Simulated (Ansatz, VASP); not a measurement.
## One calculation of Ta, two programs

The input INCAR:

```
SYSTEM = Ta
PREC = Accurate ; ENCUT = 520
EDIFF = 1E-6 ; ISMEAR = -1
SIGMA = 0.1 ; LREAL = .False.
LASPH = .True. ; NELM = 100
ALGO = Normal ; ISIF = 2
LWAVE = .False. ; LCHARG = .False.
GGA = RE ; NBANDS = 12
```

KPOINTS

```
Automatic mesh
0
Gamma
  22 22 22
  0 0 0
```

The input POSCAR:

```
Ta
1.0
   -1.7318120746      1.7318120746      1.7318120746
    1.7318120746     -1.7318120746      1.7318120746
    1.7318120746      1.7318120746     -1.7318120746
Ta
1
Direct
    0.0000000000      0.0000000000      0.0000000000
```

Input for Ansatz:

```yaml
crystal:
  lattice:
    - [-1.7318120746, 1.7318120746, 1.7318120746]
    - [1.7318120746, -1.7318120746, 1.7318120746]
    - [1.7318120746, 1.7318120746, -1.7318120746]
  atoms:
    - { symbol: Ta, position: [0.0, 0.0, 0.0] }
hamiltonian:
  xc: revpbe
  pseudopotentials:
    kind: paw
    azcp:
      Ta: "pseudopotentials/Ta.paw.azcp"
basis:
  ecutwfc: 420
  fft_grid_basis: typed
kpoints:
  mp_grid: { grid: [22, 22, 22], shift: [0, 0, 0] }
magnetization:
  spin_polarized: false
scf:
  occupations: { method: fermi_dirac, width: 0.1 }
output:
  stress: true
```

Alike in both runs: task single point; functional revPBE; k mesh 22 × 22 × 22; occupations fermi-dirac, width 0.1 eV; no spin polarisation.

|  | VASP | Ansatz |
| --- | --- | --- |
| version | VASP 6.6.1 | Ansatz 0.2.0 |
| potentials or method | VASP PAW PBE potentials, release 64 (Ta_pv), cutoff 520 eV | plane waves (420 eV) with PAW, scalar-relativistic |
| valence electrons in the cell | 11 | 13 |

```csv
,VASP,Ansatz,Ansatz less VASP
pressure (GPa),-17.3,-17.3,+0.04
```

VASP's potentials were made for PBE, not for revPBE. VASP's potentials hold 11 valence electrons a cell and Ansatz's 13, so a difference there can come from the potentials and not from the codes.

Spin-orbit coupling is off throughout.
